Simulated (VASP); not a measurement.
# Mg6F in VASP: a series of runs, part 2 of 2

VASP 6.6.1.

### 4 Single point, PBE

Input file INCAR:

```
SYSTEM = Mg6F
  PREC = Accurate
  ENCUT = 520
  EDIFF = 1E-7
  ISMEAR = 0
  SIGMA = 0.1
  LREAL = .FALSE.
  LASPH = .TRUE.
  NELM = 80
  ALGO = Normal
  ISIF = 2
  LWAVE = .FALSE.
  LCHARG = .TRUE.
  LDIPOL = .TRUE.
  IDIPOL = 3
  DIPOL = 0.5 0.5 0.307
  GGA = PE
  LELF = .TRUE.
  LVHAR = .TRUE.
  LVACPOTAV = .TRUE.
  NBANDS = 18
```

Input file KPOINTS:

```
Automatic mesh
0
G
  9 4 1
  0 0 0
```

Input file POSCAR:

```
Mg6F
1.0
    3.2034417932      0.0000000000      0.0000000000
   -1.6017208966      7.8153198520      0.0000000000
    0.0000000000      0.0000000000     20.9851131634
Mg F
6 1
Direct
    0.8493879956      0.6987759913      0.1906113143
    0.5210014932      0.0420029864      0.2197581863
    0.1926149907      0.3852299814      0.2489050583
    0.3710660944      0.7414803149      0.3283003664
    0.0426232582      0.0834482649      0.3542380799
    0.7128162912      0.4251093731      0.3805132287
    0.7128162912      1.0501093731      0.4300721704
```

Potentials or basis: VASP PAW PBE potentials, release 64 (Mg, F).

On the command line:

```console
cat potpaw_PBE.64/Mg/POTCAR potpaw_PBE.64/F/POTCAR > POTCAR
mpirun -np 1 vasp_std > vasp.out
```

OUTCAR:

```text
SYSTEM = Mg6F
   PREC = Accurate
   ENCUT = 520
   EDIFF = 1E-7
   ISMEAR = 0
   LREAL = .FALSE.
   LASPH = .TRUE.
   NELM = 80
   ISIF = 2
   GGA = PE

 ion  position               nearest neighbor table
   1  0.849  0.699  0.191-   3 3.17   3 3.17   2 3.18   2 3.18   4 3.32   4 3.32
   2  0.521  0.042  0.220-   3 3.18   3 3.18   1 3.18   1 3.18   5 3.26   5 3.26   4 3.27
   3  0.193  0.385  0.249-   1 3.17   1 3.17   2 3.18   2 3.18   6 3.21   6 3.21   5 3.23   4 3.24

   4  0.371  0.741  0.328-   6 3.14   6 3.14   5 3.16   5 3.16   3 3.24   2 3.27   1 3.32   1 3.32

   5  0.043  0.083  0.354-   7 1.90   7 2.73   6 3.16   4 3.16   6 3.16   4 3.16   3 3.23   2 3.26
                             2 3.26
   6  0.713  0.425  0.381-   4 3.14   4 3.14   5 3.16   5 3.16   3 3.21   3 3.21
   7  0.713  0.050  0.430-   5 1.90   5 2.73

  LATTYP: Found a base centered orthorhombic cell.
 ALAT       =     3.2034417932
 B/A-ratio  =     4.8793268968
 C/A-ratio  =     6.5508020804

  Lattice vectors:
[... 211 lines left out ...]
 fundamental gap:      0.0285478212
 Fermi energy:        -2.3783832173

 k-point     1 :       0.0000    0.0000    0.0000
  band No.  band energies     occupation
      1     -24.7004      2.00000
      2      -8.4245      2.00000
      3      -6.9267      2.00000
      4      -6.6438      2.00000
      5      -6.1790      2.00000
      6      -5.8027      2.00000
[... 376 lines left out ...]
      5      -5.2302      2.00000
      6      -4.2401      2.00000
[... 10 lines left out ...]
     17       1.1372      0.00000
     18       1.2515      0.00000

------------------------ aborting loop because EDIFF is reached ----------------------------------------

  FORCE on cell =-STRESS in cart. coord.  units (eV):
  Direction    XX          YY          ZZ          XY          YZ          ZX
  --------------------------------------------------------------------------------------
  -------------------------------------------------------------------------------------
  Total       -2.8214797     -0.9761879     -2.3876100     -0.1876780      0.5507033     -0.4974738
  in kB       -8.6042417     -2.9769332     -7.2811348     -0.5723334      1.6793971     -1.5170708
  external PRESSURE =      -6.2874366 kB  Pullay stress =       0.0000000 kB

 VOLUME and BASIS-vectors are now :
 -----------------------------------------------------------------------------
  energy-cutoff  :      520.00
  volume of cell :      525.38
      direct lattice vectors                 reciprocal lattice vectors
     3.203441793  0.000000000  0.000000000     0.312164249  0.063976908  0.000000000
    -1.601720897  7.815319852  0.000000000     0.000000000  0.127953816  0.000000000
     0.000000000  0.000000000 20.985113163     0.000000000  0.000000000  0.047652829

 POSITION                                       TOTAL-FORCE (eV/Angst)
 -----------------------------------------------------------------------------------
      1.60172      5.46116      4.00000         0.001915      0.053706      0.165494
      1.60172      0.32827      4.61165        -0.012261      0.021030      0.071325
      0.00000      3.01070      5.22330         0.012256     -0.128882     -0.051017
      0.00104      5.79491      6.88942         0.032434     -0.088695     -0.028317
      0.00288      0.65217      7.43373         0.231423     -0.189871      0.899919
      1.60256      3.32237      7.98511         0.053286      0.065700      0.028894
      2.20320      0.39162      9.02511        -0.319053      0.267012     -1.086299
 -----------------------------------------------------------------------------------
    total drift:                                0.000817      0.000011     -0.000536

  FREE ENERGIE OF THE ION-ELECTRON SYSTEM (eV)
  ---------------------------------------------------
  free  energy   TOTEN  =       -12.8972433253 eV

  energy  without entropy=      -12.8866236962  energy(sigma->0) =      -12.89193351

 vacuum level on the upper side and lower side of the slab         2.707         1.257
```

OSZICAR:

```text
N       E                     dE             d eps       ncg     rms          rms(c)
DAV:   1     0.101036151305E+03    0.10104E+03   -0.49877E+03   732   0.657E+02
DAV:   2     0.107945284310E+02   -0.90242E+02   -0.82599E+02   992   0.120E+02
DAV:   3    -0.140175066263E+02   -0.24812E+02   -0.24500E+02   860   0.673E+01
[... 17 lines left out ...]
DAV:  21    -0.128972417211E+02   -0.23119E-05   -0.14636E-07   666   0.949E-04    0.917E-05
DAV:  22    -0.128972428245E+02   -0.11034E-05   -0.38335E-08   650   0.526E-04    0.582E-05
DAV:  23    -0.128972430639E+02   -0.23939E-06   -0.49931E-09   630   0.275E-04    0.988E-05
DAV:  24    -0.128972432860E+02   -0.22217E-06   -0.55581E-09   556   0.313E-04    0.160E-05
DAV:  25    -0.128972433253E+02   -0.39241E-07   -0.10435E-09   604   0.156E-04
   1 F= -.12897243E+02 E0= -.12891934E+02  d E =-.106196E-01
```

Wall time 3.9 min (1 thread of AMD EPYC 7R43 (Zen 3), shared host); peak memory 0.53 GiB.

Results:

```
Free energy   : -12.8972 eV
Largest force : 1.163 eV/Å
```

Forces in eV/Å, atoms in the order of the input:
```
Mg   0.002  0.054  0.165
Mg  -0.012  0.021  0.071
Mg   0.012 -0.129 -0.051
Mg   0.032 -0.089 -0.028
Mg   0.231 -0.190  0.900
Mg   0.053  0.066  0.029
F   -0.319  0.267 -1.086
```

Levels at points of the mesh, in eV from the Fermi level:
| k point | band 8 | band 9 | band 10 | band 11 | band 12 | band 13 |
| --- | --- | --- | --- | --- | --- | --- |
| (0.00, 0.00, 0.00) | -2.95 | -1.51 | -0.90 | -0.21 | 1.13 | 2.00 |
| (0.00, 0.50, 0.00) | -2.40 | -0.84 | -0.43 | -0.28 | 0.51 | 1.41 |

Caveat: an odd number of electrons without spin polarisation forces a metal; a magnetic or distorted state may lie lower.

### 5 Single point, PBE

Input file INCAR:

```
SYSTEM = Mg6F
  ALGO = Normal
  DIPOL = 0.5 0.5 0.315
  EDIFF = 1E-6
  ENCUT = 520
  GGA = PE
  IDIPOL = 3
  ISIF = 2
  ISMEAR = 0
  LASPH = .TRUE.
  LCHARG = .FALSE.
  LDIPOL = .TRUE.
  LREAL = .FALSE.
  LWAVE = .FALSE.
  NBANDS = 18
  NELM = 100
  PREC = Accurate
  SIGMA = 0.1
```

Input file KPOINTS:

```
k-points
0
G
  9 4 1
  0 0 0
```

POSCAR: that of step 4 with these lines changed.

```diff
@@ -14,2 +14,2 @@
     0.7128162912      0.4251093731      0.3805132287
-    0.7128162912      1.0501093731      0.4300721704
+    0.7128162912      1.0501093731      0.4820137535
```

On the command line:

```console
cat potpaw_PBE.64/Mg/POTCAR potpaw_PBE.64/F/POTCAR > POTCAR
mpirun -np 1 vasp_std > vasp.out
```

Wall time 4.3 min (1 thread of AMD EPYC 7R43 (Zen 3), shared host); peak memory 0.53 GiB.

The run converged. Its results:

| Quantity | Value |
| --- | --- |
| Free energy | -10.3601 eV |
| Largest force | 2.111 eV/Å |

Forces on the atoms (eV/Å):
```
Mg   0.001  0.070  0.122
Mg  -0.005 -0.005  0.051
Mg   0.005 -0.065 -0.057
Mg   0.009 -0.018  0.071
Mg  -0.164 -0.221  1.516
Mg   0.028 -0.126  0.373
F    0.126  0.366 -2.075
```

Levels at points of the mesh, in eV from the Fermi level:
```
           k point  band 8  band 9  band 10  band 11  band 12  band 13
(0.00, 0.00, 0.00)   -0.82   -0.57    -0.19    -0.03     1.26     1.75
(0.00, 0.50, 0.00)   -0.73   -0.36    -0.22    -0.03     0.41     1.33
```

Caveat: an odd number of electrons without spin polarisation forces a metal; a magnetic or distorted state may lie lower.

### 6 Single point, PBE

Input file INCAR:

```
  PREC = Accurate
  ENCUT = 520
  EDIFF = 1E-6
  ISMEAR = 0
  SIGMA = 0.1
  LREAL = F
  LASPH = T
  NELM = 100
  ALGO = Normal
  ISIF = 2
  LWAVE = F
  LCHARG = F
  LDIPOL = T
  IDIPOL = 3
  DIPOL = 0.5 0.5 0.321
  GGA = PE
  NBANDS = 18
```

Input file KPOINTS:

```
regular mesh
0
Gamma
  9 4 1
```

POSCAR: that of step 5 with these lines changed.

```diff
@@ -14,2 +14,2 @@
     0.7128162912      0.4251093731      0.3805132287
-    0.7128162912      1.0501093731      0.4820137535
+    0.7128162912      1.0501093731      0.5249012992
```

Potentials or basis: VASP PAW PBE potentials, release 64 (Mg, F).

On the command line:

```console
cat potpaw_PBE.64/Mg/POTCAR potpaw_PBE.64/F/POTCAR > POTCAR
mpirun -np 1 vasp_std > vasp.out
```

OUTCAR:

```text
PREC = Accurate
   ENCUT = 520
   EDIFF = 1E-6
   ISMEAR = 0
   LREAL = F
   LASPH = T
   NELM = 100
   ISIF = 2
   GGA = PE

 ion  position               nearest neighbor table
   1  0.849  0.699  0.191-   3 3.17   3 3.17   2 3.18   2 3.18   4 3.32   4 3.32
   2  0.521  0.042  0.220-   3 3.18   3 3.18   1 3.18   1 3.18   5 3.26   5 3.26   4 3.27
   3  0.193  0.385  0.249-   1 3.17   1 3.17   2 3.18   2 3.18   6 3.21   6 3.21   5 3.23   4 3.24

   4  0.371  0.741  0.328-   6 3.14   6 3.14   5 3.16   5 3.16   3 3.24   2 3.27   1 3.32   1 3.32

   5  0.043  0.083  0.354-   6 3.16   4 3.16   6 3.16   4 3.16   3 3.23   2 3.26   2 3.26
   6  0.713  0.425  0.381-   4 3.14   4 3.14   5 3.16   5 3.16   3 3.21   3 3.21
   7  0.713  0.050  0.525-

  LATTYP: Found a base centered orthorhombic cell.
 ALAT       =     3.2034417932
 B/A-ratio  =     4.8793268968
 C/A-ratio  =     6.5508020804

  Lattice vectors:

 A1 = (   1.6017208966,  -7.8153198520,   0.0000000000)
 A2 = (   1.6017208966,   7.8153198520,   0.0000000000)
 A3 = (   0.0000000000,   0.0000000000,  20.9851131634)

Analysis of symmetry for initial positions (statically):
=====================================================================
 Subroutine PRICEL returns:
 Original cell was already a primitive cell.

 Routine SETGRP: Setting up the symmetry group for a
 base centered orthorhombic supercell.

 Subroutine GETGRP returns: Found  1 space group operations
 (whereof  1 operations were pure point group operations)
 out of a pool of  8 trial point group operations.

The static configuration has the point symmetry C_1 .

Analysis of symmetry for dynamics (positions and initial velocities):
=====================================================================
 Subroutine PRICEL returns:
 Original cell was already a primitive cell.

 Routine SETGRP: Setting up the symmetry group for a
 base centered orthorhombic supercell.

 Subroutine GETGRP returns: Found  1 space group operations
 (whereof  1 operations were pure point group operations)
 out of a pool of  8 trial point group operations.

The dynamic configuration has the point symmetry C_1 .

 Subroutine INISYM returns: Found  1 space group operations
 (whereof  1 operations are pure point group operations),
 and found     1 'primitive' translations

----------------------------------------------------------------------------------------

                                     Primitive cell

  volume of cell :     525.3817

  direct lattice vectors                    reciprocal lattice vectors
     3.203441793  0.000000000  0.000000000     0.312164249  0.063976908  0.000000000
    -1.601720897  7.815319852  0.000000000     0.000000000  0.127953816  0.000000000
     0.000000000  0.000000000 20.985113163     0.000000000  0.000000000  0.047652829

  length of vectors
     3.203441793  7.977764989 20.985113163     0.318652731  0.127953816  0.047652829

  position of ions in fractional coordinates (direct lattice)
     0.849387996  0.698775991  0.190611314
     0.521001493  0.042002986  0.219758186
[... 71 lines left out ...]
  0.000000  0.250000  0.000000      2.000000
[... 11 lines left out ...]
  0.333333  0.500000  0.000000      2.000000
  0.444444  0.500000  0.000000      2.000000
   k-points           NKPTS =     19   k-points in BZ     NKDIM =     19   number of bands    NBANDS=     18
   number of dos      NEDOS =    301   number of ions     NIONS =      7
   total plane-waves  NPLWV = 230400
   dimension x,y,z NGX =    24 NGY =   60 NGZ =  160
   dimension x,y,z NGXF=    48 NGYF=  120 NGZF=  320
   ions per type =               6   1
   NGX,Y,Z   is equivalent  to a cutoff of  12.46, 12.50, 12.68 a.u.
   NGXF,Y,Z  is equivalent  to a cutoff of  24.91, 25.01, 25.35 a.u.
 SYSTEM =  unknown system
   PREC   = accura    normal or accurate (medium, high low for compatibility)
   ISTART =      0    job   : 0-new  1-cont  2-samecut
   ICHARG =      2    charge: 1-file 2-atom 10-const
   ISPIN  =      1    spin polarized calculation?
   LNONCOLLINEAR =      F non collinear calculations
   LSORBIT =      F    spin-orbit coupling
   LASPH  =      T    aspherical Exc in radial PAW
   ENCUT  =  520.0 eV  38.22 Ry    6.18 a.u.   5.96 14.83 39.02*2*pi/ulx,y,z
   NELM   =    100;   NELMIN=  2; NELMDL= -5     # of ELM steps
   EDIFF  = 0.1E-05   stopping-criterion for ELM
   LREAL  =      F    real-space projection
   EDIFFG = 0.1E-04   stopping-criterion for IOM
   NSW    =      0    number of steps for IOM
   IBRION =     -1    ionic relax: 0-MD 1-quasi-New 2-CG
   NFREE  =      0    steps in history (QN), initial steepest desc. (CG)
   ISIF   =      2    stress and relaxation
   ISYM   =      2    0-nonsym 1-usesym 2-fastsym
   POTIM  = 0.5000    time-step for ionic-motion
   TEBEG  =    0.0;   TEEND  =   0.0 temperature during run
   PSTRESS=    0.0 pullay stress
   NELECT =      19.0000    total number of electrons
   NUPDOWN=      -1.0000    fix difference up-down
   EMIN   =  10.00;   EMAX   =-10.00  energy-range for DOS
   EFERMI =   0.00;   METHOD = LEGACY
   ISMEAR =     0;   SIGMA  =   0.10  broadening in eV -4-tet -1-fermi 0-gaus
   EFERMI_NEDOS =   21; number of points for ismear=-14 and -15
   IALGO  =     38    algorithm
   IMIX   =      4    mixing-type and parameters
     AMIX     =   0.40;   BMIX     =  1.00
     AMIX_MAG =   1.60;   BMIX_MAG =  1.00
  volume/ion in A,a.u.               =      75.05       506.49
  Fermi-wavevector in a.u.,A,eV,Ry     =   0.541379  1.023057  3.987742  0.293091
  Thomas-Fermi vector in A             =   1.568933
   LORBIT       =      0    0 simple, 1 ext, 2 COOP (PROOUT), +10 PAW based schemes
   GGA     = PE    functional components
   LHFCALC =     F    Hartree Fock is set to
   AEXX    =    0.0000 exact exchange contribution
   IVDW    =     0    specifies the selected vdW correction
   LEPSILON=     F    determine dielectric tensor
   LRPA    =     F    only Hartree local field effects (RPA)
 non-spin polarized calculation
 Gauss-broadening in eV      SIGMA  =   0.10
  energy-cutoff  :      520.00
  volume of cell :      525.38
 maximum number of plane-waves:     14191
   NGX = 11   NGY = 29   NGZ = 79

 number of electron      18.9999996 magnetization

 dipolmoment           0.000000      0.000000      0.714794 electrons x Angstroem

 Free energy of the ion-electron system (eV)
  ---------------------------------------------------
  ext. energy  EPLUGINS =         0.00000000
  ---------------------------------------------------
  free energy    TOTEN  =        -9.07067481 eV

  energy without entropy =       -9.02979224  energy(sigma->0) =       -9.05023353

 E-fermi :  -3.5135     XC(G=0):  -3.3534

 val. band max:       -3.5164898370   @ k =  -0.1111   0.2500   0.0000
 cond. band min:      -3.5081003159   @ k =   0.0000   0.2500   0.0000
 fundamental gap:      0.0083895211
 Fermi energy:        -3.5134966232

 k-point     1 :       0.0000    0.0000    0.0000
  band No.  band energies     occupation
      1     -22.3814      2.00000
      2      -9.6397      2.00000
      3      -7.6481      2.00000
      4      -7.2457      2.00000
      5      -6.9432      2.00000
      6      -5.2856      2.00000
[... 376 lines left out ...]
      5      -4.4909      2.00000
      6      -4.1462      2.00000
[... 10 lines left out ...]
     17      -0.3613      0.00000
     18      -0.1555      0.00000

------------------------ aborting loop because EDIFF is reached ----------------------------------------

 vacuum level on the upper side and lower side of the slab       (xc-potential included)         2.503        -2.532

  FORCE on cell =-STRESS in cart. coord.  units (eV):
  Direction    XX          YY          ZZ          XY          YZ          ZX
  --------------------------------------------------------------------------------------
  -------------------------------------------------------------------------------------
  Total       -3.2931959     -0.7807977     -3.4555449     -0.3570606      0.5023439      0.0667575
  in kB      -10.0427635     -2.3810812    -10.5378549     -1.0888740      1.5319227      0.2035803
  external PRESSURE =      -7.6538999 kB  Pullay stress =       0.0000000 kB

 VOLUME and BASIS-vectors are now :
 -----------------------------------------------------------------------------
  energy-cutoff  :      520.00
  volume of cell :      525.38
      direct lattice vectors                 reciprocal lattice vectors
     3.203441793  0.000000000  0.000000000     0.312164249  0.063976908  0.000000000
    -1.601720897  7.815319852  0.000000000     0.000000000  0.127953816  0.000000000
     0.000000000  0.000000000 20.985113163     0.000000000  0.000000000  0.047652829

 POSITION                                       TOTAL-FORCE (eV/Angst)
 -----------------------------------------------------------------------------------
      1.60172      5.46116      4.00000         0.000880      0.019041      0.123044
      1.60172      0.32827      4.61165        -0.001667     -0.029436      0.069566
      0.00000      3.01070      5.22330         0.002141     -0.006214     -0.114293
      0.00104      5.79491      6.88942         0.001336      0.004210      0.025744
      0.00288      0.65217      7.43373        -0.029748     -0.098562      0.514768
      1.60256      3.32237      7.98511         0.008119     -0.024642      0.297669
      2.20320      0.39162     11.01511         0.018939      0.135603     -0.916499
 -----------------------------------------------------------------------------------
    total drift:                                0.000447     -0.000120     -0.000170

  FREE ENERGIE OF THE ION-ELECTRON SYSTEM (eV)
  ---------------------------------------------------
  free  energy   TOTEN  =        -9.0706748145 eV

  energy  without entropy=       -9.0297922362  energy(sigma->0) =       -9.05023353

 vacuum level on the upper side and lower side of the slab         5.238         0.072
```

It took 7.2 min on 1 thread of AMD EPYC 7R43 (Zen 3), shared host; peak memory 0.53 GiB.

What came out:

- Free energy: -9.0707 eV
- Largest force: 0.927 eV/Å

Forces on the atoms (eV/Å):
```
Mg   0.001  0.019  0.123
Mg  -0.002 -0.029  0.070
Mg   0.002 -0.006 -0.114
Mg   0.001  0.004  0.026
Mg  -0.030 -0.099  0.515
Mg   0.008 -0.025  0.298
F    0.019  0.136 -0.916
```

Caveat: an odd number of electrons without spin polarisation forces a metal; a magnetic or distorted state may lie lower.
